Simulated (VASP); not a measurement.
# MgS (Imm2) in VASP: further runs, part 2 of 2

VASP 6.6.1.

### Step 3. Single point, r2SCAN (all Mg atoms moved +0.062 Å, as atom 1 along Cartesian [1 1 0])

POSCAR reads:

```
MgS
1.0
    0.0000000000      2.6016500000      2.6016500000
    2.6016500000      0.0000000000      2.6016500000
    2.6016500000      2.6016500000      0.0000000000
Mg S
1 1
Direct
    0.0000000000      0.0000000000      0.0169869790
    0.5000000000      0.5000000000      0.5000000000
```

INCAR.step1 reads:

```
SYSTEM = MgS
ALGO = Normal ; EDIFF = 1E-4
ENCUT = 520 ; GGA = PE
ISMEAR = 0 ; LASPH = .TRUE.
LCHARG = .FALSE. ; LREAL = .FALSE.
LWAVE = .TRUE. ; NBANDS = 11
NELM = 100 ; PREC = Accurate
SIGMA = 0.05
```

INCAR.step2 reads:

```
SYSTEM = MgS
ALGO = Normal ; EDIFF = 1E-6
ENCUT = 520 ; ISIF = 2
ISMEAR = 0 ; ISTART = 1
LASPH = .TRUE. ; LCHARG = .FALSE.
LMIXTAU = .TRUE. ; LREAL = .FALSE.
LWAVE = .FALSE. ; METAGGA = R2SCAN
NBANDS = 11 ; NELM = 100
PREC = Accurate ; SIGMA = 0.05
```

KPOINTS reads:

```
k-points
0
G
  8 8 8
  0 0 0
```

Potentials or basis: VASP PAW PBE potentials, release 64 (Mg, S).

Started as:

```bash
$ cat potpaw_PBE.64/Mg/POTCAR potpaw_PBE.64/S/POTCAR > POTCAR
$ cp INCAR.step1 INCAR
$ mpirun -np 1 vasp_std > vasp.out
$ cp INCAR.step2 INCAR
$ mpirun -np 1 vasp_std > vasp.out
```

OUTCAR:

```text
SYSTEM = MgS
   EDIFF = 1E-6
   ENCUT = 520
   ISIF = 2
   ISMEAR = 0
   ISTART = 1
   LASPH = .TRUE.
   LREAL = .FALSE.
   METAGGA = R2SCAN
   NELM = 100
   PREC = Accurate

 ion  position               nearest neighbor table
   1  0.000  0.000  0.017-   2 2.56   2 2.56   2 2.60   2 2.60   2 2.65   2 2.65
   2  0.500  0.500  0.500-   1 2.56   1 2.56   1 2.60   1 2.60   1 2.65   1 2.65

  LATTYP: Found a face centered cubic cell.
 ALAT       =     5.2033000000

  Lattice vectors:

 A1 = (   0.0000000000,   2.6016500000,   2.6016500000)
 A2 = (   2.6016500000,   0.0000000000,   2.6016500000)
 A3 = (   2.6016500000,   2.6016500000,   0.0000000000)
[... 514 lines left out ...]
      9      16.2336      0.00000
     10      16.9806      0.00000
     11      19.3529      0.00000

 [... further k-points ...]
[... 5 lines left out ...]
  --------------------------------------------------------------------------------------
  -------------------------------------------------------------------------------------
  Total       -0.0554733     -0.0554733     -0.1112752     -0.0059131      0.0000000      0.0000000
  in kB       -2.5235841     -2.5235841     -5.0621195     -0.2690001      0.0000000      0.0000000
  external PRESSURE =      -3.3697625 kB  Pullay stress =       0.0000000 kB

 VOLUME and BASIS-vectors are now :
 -----------------------------------------------------------------------------
  energy-cutoff  :      520.00
  volume of cell :       35.22
      direct lattice vectors                 reciprocal lattice vectors
     0.000000000  2.601650000  2.601650000    -0.192185728  0.192185728  0.192185728
     2.601650000  0.000000000  2.601650000     0.192185728 -0.192185728  0.192185728
     2.601650000  2.601650000  0.000000000     0.192185728  0.192185728 -0.192185728

 POSITION                                       TOTAL-FORCE (eV/Angst)
 -----------------------------------------------------------------------------------
      0.04419      0.04419      0.00000        -0.124620     -0.124620     -0.000000
      2.60165      2.60165      2.60165         0.124620      0.124620      0.000000
 -----------------------------------------------------------------------------------
    total drift:                                0.001107      0.001107      0.000002

  FREE ENERGIE OF THE ION-ELECTRON SYSTEM (eV)
  ---------------------------------------------------
  free  energy   TOTEN  =       -15.5049774700 eV

  energy  without entropy=      -15.5049774700  energy(sigma->0) =      -15.50497747
```

Wall time 64 s (1 thread of Intel Xeon 6975P-C (Granite Rapids), shared host); peak memory 0.19 GiB.

What came out:

```yaml
Free_energy: -15.5050 eV
Pressure: -0.3 GPa
Largest_force: 0.176 eV/Å
Band_gap_on_the_k_mesh: 3.43 eV, indirect (least direct gap 4.61 eV)
```

Forces in eV/Å, atoms in the order of the input:
```
Mg  -0.125 -0.125  0.000
S    0.125  0.125  0.000
```

Caveat: the cell differs from its parent crystal (all Mg atoms moved +0.062 Å, as atom 1 along Cartesian [1 1 0]); the PAW data sets were made with another functional, which shifts forces and pressure a little. A k mesh can miss the band edges.

### Step 4. Single point, r2SCAN (all Mg atoms moved +0.037 Å, as atom 1 along Cartesian [1 1 0])

Changes to POSCAR since step 3:

```diff
@@ -8,3 +8,3 @@
 Direct
-    0.0000000000      0.0000000000      0.0169869790
+    0.0000000000      0.0000000000      0.0101921874
     0.5000000000      0.5000000000      0.5000000000
```

INCAR.step1 reads:

```
ALGO = Normal
EDIFF = 1E-4
ENCUT = 520
GGA = PE
ISMEAR = 0
LASPH = T
LCHARG = F
LREAL = F
LWAVE = T
NBANDS = 11
NELM = 80
PREC = Accurate
SIGMA = 0.05
```

INCAR.step2 reads:

```
ALGO = Normal
EDIFF = 1E-6
ENCUT = 520
ISIF = 2
ISMEAR = 0
ISTART = 1
LASPH = T
LCHARG = F
LMIXTAU = T
LREAL = F
LWAVE = F
METAGGA = R2SCAN
NBANDS = 11
NELM = 80
PREC = Accurate
SIGMA = 0.05
```

KPOINTS reads:

```
k-points
0
Gamma
  8 8 8
```

Started as:

```bash
$ cat potpaw_PBE.64/Mg/POTCAR potpaw_PBE.64/S/POTCAR > POTCAR
$ cp INCAR.step1 INCAR
$ mpirun -np 1 vasp_std > vasp.out
$ cp INCAR.step2 INCAR
$ mpirun -np 1 vasp_std > vasp.out
```

Wall time 67 s (1 thread of Intel Xeon 6975P-C (Granite Rapids), shared host); peak memory 0.18 GiB.

Results (log left out):

```
Free energy            : -15.5085 eV
Pressure               : -0.4 GPa
Largest force          : 0.106 eV/Å
Band gap on the k mesh : 3.43 eV, indirect (least direct gap 4.61 eV)
```

Forces on the atoms (eV/Å):
```
Mg  -0.075 -0.075  0.000
S    0.075  0.075  0.000
```

Stress tensor (GPa, compression positive):
```
-0.39 -0.01  0.00
-0.01 -0.39  0.00
 0.00  0.00 -0.49
```

Levels at points of the mesh, in eV from the valence-band top:
```tsv
k point	band 2	band 3	band 4	band 5	band 6	band 7
(0.00, 0.00, 0.00)	0.00	0.00	0.00	4.61	8.53	8.53
(0.50, 0.00, 0.00)	-4.88	-0.62	-0.62	5.22	7.50	7.50
(0.00, 0.00, 0.50)	-4.88	-0.62	-0.62	5.22	7.50	7.50
(0.50, 0.50, 0.00)	-4.27	-1.73	-1.73	3.43	4.93	13.14
(0.00, 0.50, 0.50)	-4.27	-1.73	-1.73	3.43	4.93	13.14
```

Caveat: the cell differs from its parent crystal (all Mg atoms moved +0.037 Å, as atom 1 along Cartesian [1 1 0]); the PAW data sets were made with another functional, which shifts forces and pressure a little. A k mesh can miss the band edges.

### Step 5. Single point, r2SCAN (all Mg atoms moved +0.013 Å, as atom 1 along Cartesian [1 1 0])

Changes to POSCAR since step 4:

```diff
@@ -8,3 +8,3 @@
 Direct
-    0.0000000000      0.0000000000      0.0101921874
+    0.0000000000      0.0000000000      0.0033973958
     0.5000000000      0.5000000000      0.5000000000
```

INCAR.step1 reads:

```
ALGO = Normal ; EDIFF = 1E-4
ENCUT = 520 ; GGA = PE
ISMEAR = 0 ; LASPH = True
LCHARG = False ; LREAL = False
LWAVE = True ; NBANDS = 11
NELM = 60 ; PREC = Accurate
SIGMA = 0.05
```

INCAR.step2 reads:

```
ALGO = Normal ; EDIFF = 1E-6
ENCUT = 520 ; ISIF = 2
ISMEAR = 0 ; ISTART = 1
LASPH = True ; LCHARG = False
LMIXTAU = True ; LREAL = False
LWAVE = False ; METAGGA = R2SCAN
NBANDS = 11 ; NELM = 60
PREC = Accurate ; SIGMA = 0.05
```

KPOINTS is that of step 4.

Started as:

```bash
$ cat potpaw_PBE.64/Mg/POTCAR potpaw_PBE.64/S/POTCAR > POTCAR
$ cp INCAR.step1 INCAR
$ mpirun -np 1 vasp_std > vasp.out
$ cp INCAR.step2 INCAR
$ mpirun -np 1 vasp_std > vasp.out
```

It took 63 s on 1 thread of Intel Xeon 6975P-C (Granite Rapids), shared host; peak memory 0.19 GiB.

Results (log left out):

| Quantity | Value |
| --- | --- |
| Free energy | -15.5103 eV |
| Pressure | -0.5 GPa |
| Largest force | 0.035 eV/Å |
| Band gap on the k mesh | 3.43 eV, indirect (least direct gap 4.61 eV) |

Forces on the atoms (eV/Å):
```
Mg  -0.025 -0.025  0.000
S    0.025  0.025  0.000
```

Levels at points of the mesh, in eV from the valence-band top:
| k point | band 1 | band 2 | band 3 | band 4 | band 5 | band 6 | band 7 | band 8 | band 9 |
| --- | --- | --- | --- | --- | --- | --- | --- | --- | --- |
| (0.00, 0.00, 0.00) | -13.18 | 0.00 | 0.00 | 0.00 | 4.61 | 8.53 | 8.53 | 8.53 | 10.94 |
| (0.50, 0.00, 0.00) | -11.85 | -4.88 | -0.62 | -0.62 | 5.22 | 7.50 | 7.50 | 11.23 | 13.23 |
| (0.00, 0.00, 0.50) | -11.85 | -4.88 | -0.62 | -0.62 | 5.22 | 7.50 | 7.50 | 11.23 | 13.23 |
| (0.50, 0.50, 0.00) | -11.47 | -4.27 | -1.73 | -1.73 | 3.43 | 4.93 | 13.14 | 13.49 | 14.54 |
| (0.00, 0.50, 0.50) | -11.47 | -4.27 | -1.73 | -1.73 | 3.43 | 4.93 | 13.14 | 13.49 | 14.54 |

Caveat: the cell differs from its parent crystal (all Mg atoms moved +0.013 Å, as atom 1 along Cartesian [1 1 0]); the PAW data sets were made with another functional, which shifts forces and pressure a little.
